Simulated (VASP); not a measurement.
Input of a VASP 6.6.1 run:

The input INCAR:

```
SYSTEM = TiHg
ALGO     = Normal         ! electronic algorithm
EDIFF    = 1E-8           ! SCF threshold, eV
ENCUT    = 520            ! plane-wave cutoff, eV
ISIF     = 2              ! what is computed and relaxed
ISMEAR   = -1             ! smearing method
LASPH    = .True.         ! aspherical terms in the spheres
LCHARG   = .False.        ! write CHGCAR
LEFG     = .True.       
LREAL    = .False.        ! projectors in reciprocal space
LWAVE    = .False.        ! write WAVECAR
NBANDS   = 19             ! bands
NELM     = 60             ! most SCF steps
PREC     = Accurate       ! precision mode
SIGMA    = 0.08           ! smearing width, eV
```

Contents of KPOINTS:

```
k-points
0
Gamma
  14 14 10
  0 0 0
```

Contents of POSCAR:

```
TiHg
1.0
    3.0680149827      0.0000000000      0.0000000000
    0.0000000000      3.0680149827      0.0000000000
    0.0000000000      0.0000000000      4.1202554154
Ti Hg
1 1
Direct
    0.5000000000      0.5000000000      0.5000000000
    0.0000000000      0.0000000000      0.0000000000
```

Potentials or basis: VASP PAW LDA potentials, release 64 (Ti_sv, Hg).

Command:

```sh
$ cat potpaw_LDA.64/Ti_sv/POTCAR potpaw_LDA.64/Hg/POTCAR > POTCAR
$ mpirun -np 1 vasp_std > vasp.out
```

(1) Predict the pressure.

(2) Estimate the band gap on the k mesh.

## Answers

(1) -11.1 GPa.

(2) zero (bands 12 and 13 overlap by 1.00 eV).

Caveat: the cell stands under tension; without QUAD_EFG the Cq values of the log hold for a quadrupole moment of 1 mb, not for the nuclei; spin-orbit coupling is left out, which moves the levels of the heavy elements.
